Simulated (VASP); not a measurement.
## BP: single point with HSE06

Crystal: BP.

```xyz
2
Lattice="0.0000 2.2683 2.2683 2.2683 0.0000 2.2683 2.2683 2.2683 0.0000" Properties=species:S:1:pos:R:3 pbc="T T T"
B     0.0000    0.0000    0.0000
P     1.1342    1.1342    1.1342
```

* Program: VASP 6.6.1
* Task: single point
* Functional: HSE06
* Potentials or basis: VASP PAW PBE potentials, release 64 (B, P)
* Cutoff: 520 eV
* k mesh: 6 × 6 × 6
* Occupations: gaussian, width 0.01 eV
* Spin: no spin polarisation

- Pressure: -1.9 GPa
- Band gap on the k mesh: 2.06 eV (least direct gap 4.34 eV)

Levels at points of the mesh, in eV from the valence-band top:
| k point | band 2 | band 3 | band 4 | band 5 | band 6 | band 7 |
| --- | --- | --- | --- | --- | --- | --- |
| (0.00, 0.00, 0.00) | 0.00 | 0.00 | 0.00 | 4.34 | 4.34 | 4.34 |
| (0.50, 0.00, 0.00) | -10.00 | -1.93 | -1.93 | 4.74 | 5.72 | 5.72 |
| (0.50, 0.50, 0.00) | -9.58 | -4.53 | -4.53 | 2.06 | 2.41 | 13.84 |

It took 4 min on 1 thread of Intel(R) Xeon(R) Platinum 8488C (Sapphire Rapids) (shared host), peak memory 0.24 GiB.

Caveat: the PAW data sets were made with another functional, which shifts forces and pressure a little. A k mesh can miss the band edges.
